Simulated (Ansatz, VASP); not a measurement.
**One calculation of Si, two programs**

```
Si
1.0
     5.44421    0.00000    0.00000
     0.00000   -5.44421    0.00000
     0.00000    0.00000   -5.44421
Si
8
Cartesian
  2.7221 0.0000 0.0000
  0.0000 -2.7221 0.0000
  0.0000 0.0000 -2.7221
  2.7221 -2.7221 -2.7221
  4.0832 -4.0832 -4.0832
  1.3611 -1.3611 -4.0832
  1.3611 -4.0832 -1.3611
  4.0832 -1.3611 -1.3611
```

Alike in both runs: task single point; functional r2SCAN; k mesh 6 × 6 × 6; occupations gaussian, width 0.05 eV; no spin polarisation.

```csv
,VASP,Ansatz
version,VASP 6.6.1,Ansatz 0.2.0
potentials or method,"VASP PAW PBE potentials, release 64 (Si), cutoff 520 eV","scalar-relativistic, plane waves, PAW"
valence electrons in the cell,32,32
```

VASP gave:

| Quantity | Value |
| --- | --- |
| gap on the k mesh at the Fermi level (eV) | 0.79 |
| least direct gap on the mesh (eV) | 0.94 |
| pressure (GPa) | -0.2 |

Problem. Which values does Ansatz return?

Solution. gap on the k mesh at the Fermi level (eV): 0.77; least direct gap on the mesh (eV): 0.92; pressure (GPa): 0.0.

VASP's potentials were made for PBE, not for r2SCAN.
